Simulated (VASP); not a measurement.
# Zr (Pm-3m) in VASP: single point with PBEsol

Aim: the single point of Zr with PBEsol.

All numbers are computed with VASP 6.6.1; they aren't measurements. Logs are shortened: lines on timing, memory, paths and dates and some standing lists are left out, and cuts for length are marked.

## Step 1: The cell of the first run

Symmetry: Pm-3m, No. 221, cubic system. Conventional cell: a = 2.841 Å, b = 2.841 Å, c = 2.841 Å, α = 90.00°, β = 90.00°, γ = 90.00°. Zr (site symmetry m-3m) has 6 Zr at 2.84 Å within 3.7 Å.

This isn't the form of Zr at room conditions, which is hcp.

## Step 2: Single point, PBEsol

Input file INCAR:

```
ALGO = Fast ; EDIFF = 1E-6
ENCUT = 520 ; GGA = PS
ISIF = 2 ; ISMEAR = 0
LASPH = T ; LCHARG = F
LREAL = F ; LWAVE = F
NBANDS = 12 ; NELM = 60
PREC = Accurate ; SIGMA = 0.15
```

Input file KPOINTS:

```
k-points
0
Gamma
  20 20 20
```

Input file POSCAR:

```
Zr
1.0
   -0.9470406558      1.8940813117      1.8940813117
    1.8940813117     -0.9470406558      1.8940813117
    1.8940813117      1.8940813117     -0.9470406558
Zr
1
Direct
    0.0000000000      0.0000000000      0.0000000000
```

Potentials or basis: VASP PAW PBE potentials, release 64 (Zr_sv).

Launch:

```sh
$ cat potpaw_PBE.64/Zr_sv/POTCAR > POTCAR
$ mpirun -np 1 vasp_std > vasp.out
```

OUTCAR:

```text
EDIFF = 1E-6
   ENCUT = 520
   GGA = PS
   ISIF = 2
   ISMEAR = 0
   LASPH = T
   LREAL = F
   NELM = 60
   PREC = Accurate

 ion  position               nearest neighbor table
   1  0.000  0.000  0.000-

  LATTYP: Found a simple cubic cell.
 ALAT       =     2.8411219675

  Lattice vectors:

 A1 = (  -0.9470406558,   1.8940813117,   1.8940813117)
 A2 = (   1.8940813117,  -0.9470406558,   1.8940813117)
 A3 = (   1.8940813117,   1.8940813117,  -0.9470406558)

Analysis of symmetry for initial positions (statically):
=====================================================================
 Subroutine PRICEL returns:
 Original cell was already a primitive cell.

 Routine SETGRP: Setting up the symmetry group for a
 simple cubic supercell.

 Subroutine GETGRP returns: Found 48 space group operations
 (whereof 48 operations were pure point group operations)
 out of a pool of 48 trial point group operations.

The static configuration has the point symmetry O_h .

Analysis of symmetry for dynamics (positions and initial velocities):
=====================================================================
 Subroutine PRICEL returns:
 Original cell was already a primitive cell.

 Routine SETGRP: Setting up the symmetry group for a
 simple cubic supercell.

 Subroutine GETGRP returns: Found 48 space group operations
 (whereof 48 operations were pure point group operations)
 out of a pool of 48 trial point group operations.

The dynamic configuration has the point symmetry O_h .

 Subroutine INISYM returns: Found 48 space group operations
 (whereof 48 operations are pure point group operations),
 and found     1 'primitive' translations

----------------------------------------------------------------------------------------

                                     Primitive cell

  volume of cell :      22.9335

  direct lattice vectors                    reciprocal lattice vectors
    -0.947040656  1.894081312  1.894081312    -0.117324542  0.234649084  0.234649084
     1.894081312 -0.947040656  1.894081312     0.234649084 -0.117324542  0.234649084
     1.894081312  1.894081312 -0.947040656     0.234649084  0.234649084 -0.117324542

  length of vectors
     2.841121968  2.841121968  2.841121968     0.351973626  0.351973626  0.351973626

  position of ions in fractional coordinates (direct lattice)
     0.000000000  0.000000000  0.000000000

  ion indices of the primitive-cell ions
   primitive index   ion index
                 1           1

----------------------------------------------------------------------------------------

 KPOINTS: k-points

Automatic generation of k-mesh.
 Grid dimensions read from file:
 generate k-points for:   20   20   20

 Generating k-lattice:

  Cartesian coordinates                     Fractional coordinates (reciprocal lattice)
    -0.005866227  0.011732454  0.011732454     0.050000000  0.000000000  0.000000000
     0.011732454 -0.005866227  0.011732454     0.000000000  0.050000000  0.000000000
     0.011732454  0.011732454 -0.005866227     0.000000000  0.000000000  0.050000000

  Length of vectors
     0.017598681  0.017598681  0.017598681

  Shift w.r.t. Gamma in fractional coordinates (k-lattice)
     0.000000000  0.000000000  0.000000000

 Subroutine IBZKPT returns following result:
 ===========================================

 Found    286 irreducible k-points:

 Following reciprocal coordinates:
            Coordinates               Weight
  0.000000  0.000000  0.000000      1.000000
  0.050000 -0.000000 -0.000000      6.000000
  0.100000  0.000000  0.000000      6.000000
  0.150000  0.000000  0.000000      6.000000
  0.200000  0.000000  0.000000      6.000000
  0.250000 -0.000000 -0.000000      6.000000
[... 16 lines left out ...]
  0.150000  0.100000 -0.000000     24.000000
  0.200000  0.100000  0.000000     24.000000
 [... further k-points ...]
   k-points           NKPTS =    286   k-points in BZ     NKDIM =    286   number of bands    NBANDS=     12
   number of dos      NEDOS =    301   number of ions     NIONS =      1
   total plane-waves  NPLWV =  13824
   dimension x,y,z NGX =    24 NGY =   24 NGZ =   24
   dimension x,y,z NGXF=    48 NGYF=   48 NGZF=   48
   ions per type =               1
   NGX,Y,Z   is equivalent  to a cutoff of  14.04, 14.04, 14.04 a.u.
   NGXF,Y,Z  is equivalent  to a cutoff of  28.09, 28.09, 28.09 a.u.
 SYSTEM =  unknown system
   PREC   = accura    normal or accurate (medium, high low for compatibility)
   ISTART =      0    job   : 0-new  1-cont  2-samecut
   ICHARG =      2    charge: 1-file 2-atom 10-const
   ISPIN  =      1    spin polarized calculation?
   LNONCOLLINEAR =      F non collinear calculations
   LSORBIT =      F    spin-orbit coupling
   LASPH  =      T    aspherical Exc in radial PAW
   ENCUT  =  520.0 eV  38.22 Ry    6.18 a.u.   5.28  5.28  5.28*2*pi/ulx,y,z
   NELM   =     60;   NELMIN=  2; NELMDL= -5     # of ELM steps
   EDIFF  = 0.1E-05   stopping-criterion for ELM
   LREAL  =      F    real-space projection
   EDIFFG = 0.1E-04   stopping-criterion for IOM
   NSW    =      0    number of steps for IOM
   IBRION =     -1    ionic relax: 0-MD 1-quasi-New 2-CG
   NFREE  =      0    steps in history (QN), initial steepest desc. (CG)
   ISIF   =      2    stress and relaxation
   ISYM   =      2    0-nonsym 1-usesym 2-fastsym
   POTIM  = 0.5000    time-step for ionic-motion
   TEBEG  =    0.0;   TEEND  =   0.0 temperature during run
   PSTRESS=    0.0 pullay stress
   NELECT =      12.0000    total number of electrons
   NUPDOWN=      -1.0000    fix difference up-down
   EMIN   =  10.00;   EMAX   =-10.00  energy-range for DOS
   EFERMI =   0.00;   METHOD = LEGACY
   ISMEAR =     0;   SIGMA  =   0.15  broadening in eV -4-tet -1-fermi 0-gaus
   EFERMI_NEDOS =   21; number of points for ismear=-14 and -15
   IALGO  =     68    algorithm
   IMIX   =      4    mixing-type and parameters
     AMIX     =   0.40;   BMIX     =  1.00
     AMIX_MAG =   1.60;   BMIX_MAG =  1.00
  volume/ion in A,a.u.               =      22.93       154.76
  Fermi-wavevector in a.u.,A,eV,Ry     =   1.319204  2.492935 23.678216  1.740300
  Thomas-Fermi vector in A             =   2.449119
   LORBIT       =      0    0 simple, 1 ext, 2 COOP (PROOUT), +10 PAW based schemes
   GGA     = PS    functional components
   LHFCALC =     F    Hartree Fock is set to
   AEXX    =    0.0000 exact exchange contribution
   IVDW    =     0    specifies the selected vdW correction
   LEPSILON=     F    determine dielectric tensor
   LRPA    =     F    only Hartree local field effects (RPA)
 non-spin polarized calculation
 RMM-DIIS sequential band-by-band and
 Gauss-broadening in eV      SIGMA  =   0.15
  energy-cutoff  :      520.00
  volume of cell :       22.93
 maximum number of plane-waves:       638
 NGX is ok and might be reduce to    24
   NGX = 11   NGY = 11   NGZ = 11

 number of electron      12.0000000 magnetization

 Free energy of the ion-electron system (eV)
  ---------------------------------------------------
  ext. energy  EPLUGINS =         0.00000000
  ---------------------------------------------------
  free energy    TOTEN  =        -8.20953499 eV

  energy without entropy =       -8.19040231  energy(sigma->0) =       -8.19996865

 E-fermi :   8.6784     XC(G=0): -11.1727

 val. band max:        8.6755471324   @ k =   0.2000   0.2000   0.0000
 cond. band min:       8.6836179258   @ k =   0.3500   0.2000   0.1500
 fundamental gap:      0.0080707934
 Fermi energy:         8.6784220184

 k-point     1 :       0.0000    0.0000    0.0000
  band No.  band energies     occupation
      1     -39.7768      2.00000
      2     -17.0823      2.00000
      3     -17.0823      2.00000
      4     -17.0823      2.00000
      5       3.5244      2.00000
      6       6.8239      2.00000
      7       6.8239      2.00000
      8      14.7423      0.00000
      9      14.7423      0.00000
     10      14.7423      0.00000
     11      22.0831      0.00000
     12      22.0831      0.00000

 k-point     2 :       0.0500   -0.0000   -0.0000
  band No.  band energies     occupation
      1     -39.7723      2.00000
      2     -17.1225      2.00000
      3     -17.0789      2.00000
      4     -17.0789      2.00000
      5       3.5936      2.00000
      6       6.8435      2.00000
      7       6.8996      2.00000
      8      14.6105      0.00000
      9      14.6105      0.00000
     10      14.7507      0.00000
     11      21.7483      0.00000
     12      22.2461      0.00000

 k-point     3 :       0.1000    0.0000    0.0000
  band No.  band energies     occupation
      1     -39.7591      2.00000
      2     -17.2380      2.00000
      3     -17.0691      2.00000
      4     -17.0691      2.00000
      5       3.7923      2.00000
      6       6.9012      2.00000
      7       7.1241      2.00000
      8      14.2568      0.00000
      9      14.2568      0.00000
     10      14.7753      0.00000
     11      20.9515      0.00000
     12      22.6896      0.00000
[... 286 lines left out ...]
 k-point    23 :       0.1500    0.1000   -0.0000
  band No.  band energies     occupation
      1     -39.7211      2.00000
      2     -17.3998      2.00000
      3     -17.2065      2.00000
      4     -17.0407      2.00000
      5       4.3600      2.00000
      6       7.2129      2.00000
      7       7.6369      2.00000
      8      13.2242      0.00000
      9      13.7839      0.00000
     10      14.3897      0.00000
     11      20.5640      0.00000
     12      22.0763      0.00000

 k-point    24 :       0.2000    0.1000    0.0000
  band No.  band energies     occupation
      1     -39.6952      2.00000
      2     -17.6145      2.00000
      3     -17.1860      2.00000
      4     -17.0213      2.00000
      5       4.7344      2.00000
      6       7.3418      2.00000
      7       8.0856      2.00000
      8      12.6905      0.00000
      9      13.2722      0.00000
     10      14.4357      0.00000
     11      19.6436      0.00000
     12      22.6589      0.00000

 [... further k-points ...]

------------------------ aborting loop because EDIFF is reached ----------------------------------------

  FORCE on cell =-STRESS in cart. coord.  units (eV):
  Direction    XX          YY          ZZ          XY          YZ          ZX
  --------------------------------------------------------------------------------------
  -------------------------------------------------------------------------------------
  Total        0.2946421      0.2946421      0.2946421      0.0000000      0.0000000      0.0000000
  in kB       20.5842865     20.5842865     20.5842865      0.0000000      0.0000000      0.0000000
  external PRESSURE =      20.5842865 kB  Pullay stress =       0.0000000 kB

 VOLUME and BASIS-vectors are now :
 -----------------------------------------------------------------------------
  energy-cutoff  :      520.00
  volume of cell :       22.93
      direct lattice vectors                 reciprocal lattice vectors
    -0.947040656  1.894081312  1.894081312    -0.117324542  0.234649084  0.234649084
     1.894081312 -0.947040656  1.894081312     0.234649084 -0.117324542  0.234649084
     1.894081312  1.894081312 -0.947040656     0.234649084  0.234649084 -0.117324542

 POSITION                                       TOTAL-FORCE (eV/Angst)
 -----------------------------------------------------------------------------------
      0.00000      0.00000      0.00000         0.000000     -0.000000      0.000000
 -----------------------------------------------------------------------------------
    total drift:                                0.000000      0.000000     -0.000000

  FREE ENERGIE OF THE ION-ELECTRON SYSTEM (eV)
  ---------------------------------------------------
  free  energy   TOTEN  =        -8.2095349932 eV

  energy  without entropy=       -8.1904023052  energy(sigma->0) =       -8.19996865
```

Run time: 87 s. Hardware: 1 thread of Intel Xeon 8259CL, shared host; peak memory 0.2 GiB.

Results:

```yaml
Free_energy: -8.2095 eV
Pressure: 2.1 GPa
Band_gap_on_the_k_mesh: zero (bands 6 and 7 overlap by 2.76 eV)
```

Levels at points of the mesh, in eV from the Fermi level:
| k point | band 2 | band 3 | band 4 | band 5 | band 6 | band 7 | band 8 | band 9 | band 10 | band 11 |
| --- | --- | --- | --- | --- | --- | --- | --- | --- | --- | --- |
| (0.00, 0.00, 0.00) | -25.76 | -25.76 | -25.76 | -5.15 | -1.85 | -1.85 | 6.06 | 6.06 | 6.06 | 13.40 |
| (0.50, 0.00, 0.00) | -27.25 | -25.62 | -25.62 | -2.02 | -0.93 | 0.57 | 2.67 | 2.67 | 6.42 | 10.07 |
| (0.50, 0.50, 0.00) | -27.02 | -27.02 | -25.49 | -3.36 | -0.25 | 3.41 | 3.41 | 5.41 | 5.41 | 8.27 |
| (0.50, 0.50, 0.50) | -26.82 | -26.82 | -26.82 | -1.74 | -1.74 | -1.74 | 6.56 | 8.51 | 8.51 | 11.52 |

Caveat: the PAW data sets were made with another functional, which shifts forces and pressure a little.
